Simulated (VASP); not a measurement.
# Cl (P1) in VASP: single point with PBEsol

Aim: the single point of Cl with PBEsol.

Everything below comes from runs of VASP 6.6.1. Logs are shortened: lines on timing, memory, paths and dates and some standing lists are left out, and cuts for length are marked.

## (1) The cell of the first run

The typed cell holds 4 atoms: a = 3.663 Å, b = 3.857 Å, c = 8.105 Å, α = 85.72°, β = 88.56°, γ = 69.12°.

## (2) Single point, PBEsol (atoms moved at random and the cell strained at random)

Input file INCAR:

```
ALGO     = Normal         # electronic algorithm
EDIFF    = 1E-6           # SCF threshold, eV
ENCUT    = 520            # plane-wave cutoff, eV
GGA      = PS             # functional
ISIF     = 2              # what is computed and relaxed
ISMEAR   = 0              # smearing method
LASPH    = T              # aspherical terms in the spheres
LCHARG   = F              # write CHGCAR
LREAL    = F              # projectors in reciprocal space
LWAVE    = F              # write WAVECAR
NBANDS   = 22             # bands
NELM     = 100            # most SCF steps
PREC     = Accurate       # precision mode
SIGMA    = 0.02           # smearing width, eV
```

Input file KPOINTS:

```
k-points
0
Gamma
  8 8 4
```

Input file POSCAR:

```
Cl
1.0
    3.0349088000     -2.0503512000      0.0449696000
    3.1536736000      2.2157736000      0.1422304000
    0.2478000000      0.1793246000      8.0987648000
Cl
4
Direct
    0.1003085508      0.8553933723      0.0942312349
    0.6737188072      0.3685536287      0.4021985472
    0.7795542010      0.1825675939      0.9064745763
    0.4464200435      0.5934870078      0.5970956416
```

Potentials or basis: VASP PAW PBE potentials, release 64 (Cl).

Started as:

```
> cat potpaw_PBE.64/Cl/POTCAR > POTCAR
> mpirun -np 1 vasp_std > vasp.out
```

OUTCAR:

```text
EDIFF = 1E-6
   ENCUT = 520
   GGA = PS
   ISIF = 2
   ISMEAR = 0
   LASPH = T
   LREAL = F
   NELM = 100
   PREC = Accurate

 ion  position               nearest neighbor table
   1  0.100  0.855  0.094-   3 2.01
   2  0.674  0.369  0.402-   4 1.89
   3  0.780  0.183  0.906-   1 2.01
   4  0.446  0.593  0.597-   2 1.89

  LATTYP: Found a triclinic cell.
 ALAT       =     3.6628723336
 B/A-ratio  =     1.1654475946
 C/A-ratio  =     2.7010858639
 COS(alpha) =     0.0029178923
 COS(beta)  =     0.4884854146
 COS(gamma) =     0.5360728062

  Lattice vectors:

 A1 = (   3.0349088000,  -2.0503512000,   0.0449696000)
 A2 = (  -0.1187648000,  -4.2661248000,  -0.0972608000)
 A3 = (   5.9407824000,  -0.0139022000,  -7.9115648000)

Analysis of symmetry for initial positions (statically):
=====================================================================
 Subroutine PRICEL returns:
 Original cell was already a primitive cell.

 Routine SETGRP: Setting up the symmetry group for a
 triclinic supercell.

 Subroutine GETGRP returns: Found  1 space group operations
 (whereof  1 operations were pure point group operations)
 out of a pool of  2 trial point group operations.

The static configuration has the point symmetry C_1 .

Analysis of symmetry for dynamics (positions and initial velocities):
=====================================================================
 Subroutine PRICEL returns:
 Original cell was already a primitive cell.

 Routine SETGRP: Setting up the symmetry group for a
 triclinic supercell.

 Subroutine GETGRP returns: Found  1 space group operations
 (whereof  1 operations were pure point group operations)
 out of a pool of  2 trial point group operations.

The dynamic configuration has the point symmetry C_1 .

 Subroutine INISYM returns: Found  1 space group operations
 (whereof  1 operations are pure point group operations),
 and found     1 'primitive' translations

----------------------------------------------------------------------------------------

                                     Primitive cell

  volume of cell :     106.6803

  direct lattice vectors                    reciprocal lattice vectors
     3.034908800 -2.050351200  0.044969600     0.167974017 -0.239084522  0.000154317
     3.153673600  2.215773600  0.142230400     0.155730453  0.230294271 -0.009864150
     0.247800000  0.179324600  8.098764800    -0.003667637 -0.002716872  0.123647997

  length of vectors
     3.662872334  3.856882071  8.104539064     0.292192921  0.278181104  0.123732211

  position of ions in fractional coordinates (direct lattice)
     0.100308551  0.855393372  0.094231235
     0.673718807  0.368553629  0.402198547
     0.779554201  0.182567594  0.906474576
     0.446420043  0.593487008  0.597095642

  ion indices of the primitive-cell ions
   primitive index   ion index
                 1           1
                 2           2
                 3           3
                 4           4

----------------------------------------------------------------------------------------

 KPOINTS: k-points

Automatic generation of k-mesh.
 Grid dimensions read from file:
 generate k-points for:    8    8    4

 Generating k-lattice:

  Cartesian coordinates                     Fractional coordinates (reciprocal lattice)
     0.020996752 -0.029885565  0.000019290     0.125000000 -0.000000000 -0.000000000
     0.019466307  0.028786784 -0.001233019    -0.000000000  0.125000000  0.000000000
    -0.000916909 -0.000679218  0.030911999    -0.000000000  0.000000000  0.250000000

  Length of vectors
     0.036524115  0.034772638  0.030933053

  Shift w.r.t. Gamma in fractional coordinates (k-lattice)
     0.000000000  0.000000000  0.000000000

 Subroutine IBZKPT returns following result:
 ===========================================

 Found    132 irreducible k-points:

 Following reciprocal coordinates:
            Coordinates               Weight
  0.000000  0.000000  0.000000      1.000000
  0.125000 -0.000000 -0.000000      2.000000
  0.250000 -0.000000 -0.000000      2.000000
  0.375000  0.000000 -0.000000      2.000000
  0.500000 -0.000000 -0.000000      1.000000
 -0.000000  0.125000  0.000000      2.000000
[... 16 lines left out ...]
  0.125000  0.375000  0.000000      2.000000
  0.250000  0.375000 -0.000000      2.000000
 [... further k-points ...]
   k-points           NKPTS =    132   k-points in BZ     NKDIM =    132   number of bands    NBANDS=     22
   number of dos      NEDOS =    301   number of ions     NIONS =      4
   total plane-waves  NPLWV =  50400
   dimension x,y,z NGX =    28 NGY =   30 NGZ =   60
   dimension x,y,z NGXF=    56 NGYF=   60 NGZF=  120
   ions per type =               4
   NGX,Y,Z   is equivalent  to a cutoff of  12.71, 12.93, 12.31 a.u.
   NGXF,Y,Z  is equivalent  to a cutoff of  25.42, 25.86, 24.62 a.u.
 SYSTEM =  unknown system
   PREC   = accura    normal or accurate (medium, high low for compatibility)
   ISTART =      0    job   : 0-new  1-cont  2-samecut
   ICHARG =      2    charge: 1-file 2-atom 10-const
   ISPIN  =      1    spin polarized calculation?
   LNONCOLLINEAR =      F non collinear calculations
   LSORBIT =      F    spin-orbit coupling
   LASPH  =      T    aspherical Exc in radial PAW
   ENCUT  =  520.0 eV  38.22 Ry    6.18 a.u.   6.81  7.17 15.07*2*pi/ulx,y,z
   NELM   =    100;   NELMIN=  2; NELMDL= -5     # of ELM steps
   EDIFF  = 0.1E-05   stopping-criterion for ELM
   LREAL  =      F    real-space projection
   EDIFFG = 0.1E-04   stopping-criterion for IOM
   NSW    =      0    number of steps for IOM
   IBRION =     -1    ionic relax: 0-MD 1-quasi-New 2-CG
   NFREE  =      0    steps in history (QN), initial steepest desc. (CG)
   ISIF   =      2    stress and relaxation
   ISYM   =      2    0-nonsym 1-usesym 2-fastsym
   POTIM  = 0.5000    time-step for ionic-motion
   TEBEG  =    0.0;   TEEND  =   0.0 temperature during run
   PSTRESS=    0.0 pullay stress
   NELECT =      28.0000    total number of electrons
   NUPDOWN=      -1.0000    fix difference up-down
   EMIN   =  10.00;   EMAX   =-10.00  energy-range for DOS
   EFERMI =   0.00;   METHOD = LEGACY
   ISMEAR =     0;   SIGMA  =   0.02  broadening in eV -4-tet -1-fermi 0-gaus
   EFERMI_NEDOS =   21; number of points for ismear=-14 and -15
   IALGO  =     38    algorithm
   IMIX   =      4    mixing-type and parameters
     AMIX     =   0.40;   BMIX     =  1.00
     AMIX_MAG =   1.60;   BMIX_MAG =  1.00
  volume/ion in A,a.u.               =      26.67       179.98
  Fermi-wavevector in a.u.,A,eV,Ry     =   1.048172  1.980759 14.948250  1.098665
  Thomas-Fermi vector in A             =   2.183083
   LORBIT       =      0    0 simple, 1 ext, 2 COOP (PROOUT), +10 PAW based schemes
   GGA     = PS    functional components
   LHFCALC =     F    Hartree Fock is set to
   AEXX    =    0.0000 exact exchange contribution
   IVDW    =     0    specifies the selected vdW correction
   LEPSILON=     F    determine dielectric tensor
   LRPA    =     F    only Hartree local field effects (RPA)
 non-spin polarized calculation
 Gauss-broadening in eV      SIGMA  =   0.02
  energy-cutoff  :      520.00
  volume of cell :      106.68
 maximum number of plane-waves:      2899
   NGX = 13   NGY = 15   NGZ = 31

 number of electron      28.0000001 magnetization

 Free energy of the ion-electron system (eV)
  ---------------------------------------------------
  ext. energy  EPLUGINS =         0.00000000
  ---------------------------------------------------
  free energy    TOTEN  =        -7.77843155 eV

  energy without entropy =       -7.77843155  energy(sigma->0) =       -7.77843155

 E-fermi :   0.5858     XC(G=0):  -8.2775

 val. band max:        0.4598913779   @ k =  -0.0000   0.5000   0.5000
 cond. band min:       2.7352258143   @ k =  -0.1250   0.1250   0.2500
 fundamental gap:      2.2753344365
 Fermi energy:         0.5857887617

 k-point     1 :       0.0000    0.0000    0.0000
  band No.  band energies     occupation
      1     -17.7367      2.00000
      2     -16.4355      2.00000
      3     -12.5586      2.00000
      4     -11.7852      2.00000
      5      -5.8324      2.00000
      6      -4.5286      2.00000
[... 14 lines left out ...]
     21      10.2673      0.00000
     22      10.6111      0.00000

 k-point     2 :       0.1250   -0.0000   -0.0000
  band No.  band energies     occupation
      1     -17.7098      2.00000
      2     -16.3965      2.00000
      3     -12.5391      2.00000
      4     -11.8185      2.00000
      5      -5.8252      2.00000
      6      -4.5637      2.00000
[... 14 lines left out ...]
     21      10.2572      0.00000
     22      10.6592      0.00000

 k-point     3 :       0.2500   -0.0000   -0.0000
  band No.  band energies     occupation
      1     -17.6434      2.00000
      2     -16.2984      2.00000
      3     -12.4900      2.00000
      4     -11.9084      2.00000
      5      -5.7941      2.00000
      6      -4.6855      2.00000
[... 14 lines left out ...]
     21      10.2308      0.00000
     22      11.1130      0.00000

 k-point     4 :       0.3750    0.0000   -0.0000
  band No.  band energies     occupation
      1     -17.5750      2.00000
      2     -16.1943      2.00000
      3     -12.4347      2.00000
      4     -12.0164      2.00000
      5      -5.7129      2.00000
      6      -4.9236      2.00000
[... 14 lines left out ...]
     21      10.4765      0.00000
     22      11.1531      0.00000

 k-point     5 :       0.5000   -0.0000   -0.0000
  band No.  band energies     occupation
      1     -17.5460      2.00000
      2     -16.1492      2.00000
      3     -12.4068      2.00000
      4     -12.0697      2.00000
      5      -5.6322      2.00000
      6      -5.0980      2.00000
[... 417 lines left out ...]
 k-point    22 :      -0.0000    0.3750   -0.0000
  band No.  band energies     occupation
      1     -17.6036      2.00000
      2     -16.2560      2.00000
      3     -12.4487      2.00000
      4     -12.0868      2.00000
      5      -5.7287      2.00000
      6      -4.9794      2.00000
[... 14 lines left out ...]
     21      10.6089      0.00000
     22      11.2886      0.00000

 k-point    23 :       0.1250    0.3750    0.0000
  band No.  band energies     occupation
      1     -17.6063      2.00000
      2     -16.2666      2.00000
      3     -12.4481      2.00000
      4     -11.9739      2.00000
      5      -5.7497      2.00000
      6      -4.8145      2.00000
[... 14 lines left out ...]
     21      10.7199      0.00000
     22      11.1939      0.00000

 k-point    24 :       0.2500    0.3750   -0.0000
  band No.  band energies     occupation
      1     -17.5818      2.00000
      2     -16.2392      2.00000
      3     -12.4143      2.00000
      4     -11.8613      2.00000
      5      -5.7194      2.00000
      6      -4.7227      2.00000
[... 14 lines left out ...]
     21      10.2757      0.00000
     22      10.5291      0.00000

 [... further k-points ...]

------------------------ aborting loop because EDIFF is reached ----------------------------------------

  FORCE on cell =-STRESS in cart. coord.  units (eV):
  Direction    XX          YY          ZZ          XY          YZ          ZX
  --------------------------------------------------------------------------------------
  -------------------------------------------------------------------------------------
  Total        0.4191059      1.7183356      3.1391965     -0.0641796      2.0268089     -0.0729334
  in kB        6.2943377     25.8068039     47.1459868     -0.9638808     30.4396069     -1.0953499
  external PRESSURE =      26.4157095 kB  Pullay stress =       0.0000000 kB

 VOLUME and BASIS-vectors are now :
 -----------------------------------------------------------------------------
  energy-cutoff  :      520.00
  volume of cell :      106.68
      direct lattice vectors                 reciprocal lattice vectors
     3.034908800 -2.050351200  0.044969600     0.167974017 -0.239084522  0.000154317
     3.153673600  2.215773600  0.142230400     0.155730453  0.230294271 -0.009864150
     0.247800000  0.179324600  8.098764800    -0.003667637 -0.002716872  0.123647997

 POSITION                                       TOTAL-FORCE (eV/Angst)
 -----------------------------------------------------------------------------------
      3.02541      1.70659      0.88933         0.006191      0.303915      0.266404
      3.30664     -0.49260      3.34003        -0.099972     -1.291798     -2.020598
      3.16626     -1.03128      7.40235         0.041477     -0.425643     -0.235129
      3.37447      0.50679      4.94022         0.052304      1.413527      1.989324
 -----------------------------------------------------------------------------------
    total drift:                               -0.000188      0.000198      0.000245

  FREE ENERGIE OF THE ION-ELECTRON SYSTEM (eV)
  ---------------------------------------------------
  free  energy   TOTEN  =        -7.7784315458 eV

  energy  without entropy=       -7.7784315458  energy(sigma->0) =       -7.77843155
```

Wall time 2.6 min (1 thread of AMD EPYC 9R45 (Zen 5), shared host); peak memory 0.31 GiB.

Results:

- Free energy: -7.7784 eV
- Pressure: 2.6 GPa
- Largest force: 2.441 eV/Å
- Band gap on the k mesh: 2.28 eV (least direct gap 2.43 eV)

Forces in eV/Å, atoms in the order of the input:
```
Cl   0.006  0.304  0.266
Cl  -0.100 -1.292 -2.021
Cl   0.041 -0.426 -0.235
Cl   0.052  1.414  1.989
```

Levels at points of the mesh, in eV from the valence-band top:
```csv
k point,band 12,band 13,band 14,band 15,band 16,band 17
"(0.00, 0.00, 0.00)",-0.98,-0.41,-0.39,2.32,3.42,6.30
"(0.50, 0.00, 0.00)",-0.84,-0.60,-0.22,2.69,3.34,7.49
"(0.00, 0.50, 0.00)",-0.80,-0.45,-0.20,2.80,3.23,7.40
"(0.50, 0.50, 0.00)",-1.20,-1.06,-0.32,2.30,3.16,7.95
"(0.00, 0.00, 0.50)",-1.06,-0.48,-0.33,2.57,3.06,6.51
"(0.50, 0.00, 0.50)",-0.74,-0.45,-0.05,2.45,3.29,7.51
"(0.00, 0.50, 0.50)",-0.73,-0.31,0.00,2.43,3.26,7.56
"(0.50, 0.50, 0.50)",-1.20,-0.88,-0.71,2.38,3.01,7.80
```

Caveat: the cell differs from its parent crystal (atoms moved at random and the cell strained at random); this functional lacks dispersion, which holds the molecules together, so the pressure and a relaxed volume are unreliable; the PAW data sets were made with another functional, which shifts forces and pressure a little. A k mesh can miss the band edges.
